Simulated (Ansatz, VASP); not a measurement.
## SnC4 in VASP and in Ansatz

The input INCAR:

```
  PREC = Accurate
  ENCUT = 600
  EDIFF = 1E-7
  ISMEAR = 0
  SIGMA = 0.1
  LREAL = F
  LASPH = T
  NELM = 100
  ALGO = Normal
  ISIF = 3
  LWAVE = F
  LCHARG = F
  GGA = PE
  IBRION = 2
  NSW = 100
  EDIFFG = -0.01
```

The input KPOINTS:

```
regular mesh
0
Gamma
  6 6 4
```

The input POSCAR:

```
SnC4
1.0
    4.9200539067      0.0000000000      0.0000000000
   -2.4600269534      4.2608916712      0.0000000000
    0.0000000000      0.0000000000      8.4721685748
Sn C
2 8
Direct
    0.3333333333      0.6666666667      0.5395033286
    0.6666666667      0.3333333333      0.4604966714
    0.3333333333      0.6666666667      0.0001076055
    0.1666211780      0.3332423560      0.0000502256
    0.6667576440      0.8333788220      0.0000502256
    0.1666211780      0.8333788220      0.0000502256
    0.6666666667      0.3333333333      0.9998923945
    0.8333788220      0.1666211780      0.9999497744
    0.8333788220      0.6667576440      0.9999497744
    0.3332423560      0.1666211780      0.9999497744
```

Input for Ansatz:

```yaml
crystal:
  lattice:
    - [4.9200539067, 0.0, 0.0]
    - [-2.4600269534, 4.2608916712, 0.0]
    - [0.0, 0.0, 8.4721685748]
  atoms:
    - { symbol: Sn, position: [0.3333333333, 0.6666666667, 0.5395033286] }
    - { symbol: Sn, position: [0.6666666667, 0.3333333333, 0.4604966714] }
    - { symbol: C, position: [0.3333333333, 0.6666666667, 0.0001076055] }
    - { symbol: C, position: [0.166621178, 0.333242356, 5.02256e-05] }
    - { symbol: C, position: [0.666757644, 0.833378822, 5.02256e-05] }
    - { symbol: C, position: [0.166621178, 0.833378822, 5.02256e-05] }
    - { symbol: C, position: [0.6666666667, 0.3333333333, 0.9998923945] }
    - { symbol: C, position: [0.833378822, 0.166621178, 0.9999497744] }
    - { symbol: C, position: [0.833378822, 0.666757644, 0.9999497744] }
    - { symbol: C, position: [0.333242356, 0.166621178, 0.9999497744] }
basis:
  ecutwfc: 420
kpoints:
  mp_grid: { grid: [6, 6, 4] }
hamiltonian:
  xc: pbe
scf:
  occupations: { method: gaussian, width: 0.1 }
output:
  forces: true
  stress: true
  eigenvalues: true
  write_density: true
  write_potential: true
  elf: true
  volumetric_format: npy
relax:
  adjacent_minimum: "off"
  f_tol: 0.01
  max_steps: 80
  cell: { stress_tol: 0.05 }
```

Alike in both runs: task relaxation of cell and atoms; functional PBE; k mesh 6 × 6 × 4; occupations gaussian, width 0.1 eV; no spin polarisation.

```csv
,VASP,Ansatz
version,VASP 6.6.1,Ansatz 0.2.0
potentials or method,"VASP PAW PBE potentials, release 64 (Sn_d, C), cutoff 600 eV","scalar-relativistic, plane waves, PAW"
valence electrons in the cell,60,60
```

Ansatz gave:

| Property | Result |
| --- | --- |
| gap on the k mesh at the Fermi level, each at its own relaxed structure (eV) | none |
| relaxed volume (Å³/atom) | 19.07 |
| relaxed length of the cell vector where the two differ most in proportion (Å) | 9.107 |

Task: Estimate VASP's values.

Result: gap on the k mesh at the Fermi level, each at its own relaxed structure (eV): none; relaxed volume (Å³/atom): 18.32; relaxed length of the cell vector where the two differ most in proportion (Å): 8.744.

A gap of «none» marks a metal or a gap that the smearing closes.
